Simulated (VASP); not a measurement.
NbSb (zincblende type): single point with PBE

The system is NbSb (zincblende type).

```
CELL_PARAMETERS angstrom
0.00000 3.14703 3.14703
3.14703 0.00000 3.14703
3.14703 3.14703 0.00000
ATOMIC_POSITIONS crystal
Nb 0.00000 0.00000 0.00000
Sb 0.25000 0.25000 0.25000
```

```
Program                : VASP 6.6.1
Task                   : single point
Functional             : PBE
Potentials or basis    : VASP PAW PBE potentials, release 64 (Nb_sv, Sb)
Cutoff                 : 520 eV
k mesh                 : 10 × 10 × 10
Occupations            : fermi-dirac, width 0.05 eV
Spin                   : non-collinear spin, zero start, spin-orbit coupling
Starting moments       : [[0.0, 0.0, 0.0], [0.0, 0.0, 0.0]] μB
Dipole correction      : no
Further INCAR settings : ALGO = Normal; EDIFF = 1e-07; NBANDS = 30
```

The pressure is 0.0 GPa and the net moment is 0.00 μB per cell. The valence electrons inside the program's atomic spheres are Nb 10.62; Sb 2.59.

Moments on the atoms (μB; x, y, z):
```
Nb  0.00 0.00 0.00
Sb  0.00 0.00 0.00
```

It took 4.1 min on 1 thread of Intel(R) Xeon(R) Platinum 8488C (Sapphire Rapids), on a shared host, peak memory 0.51 GiB.
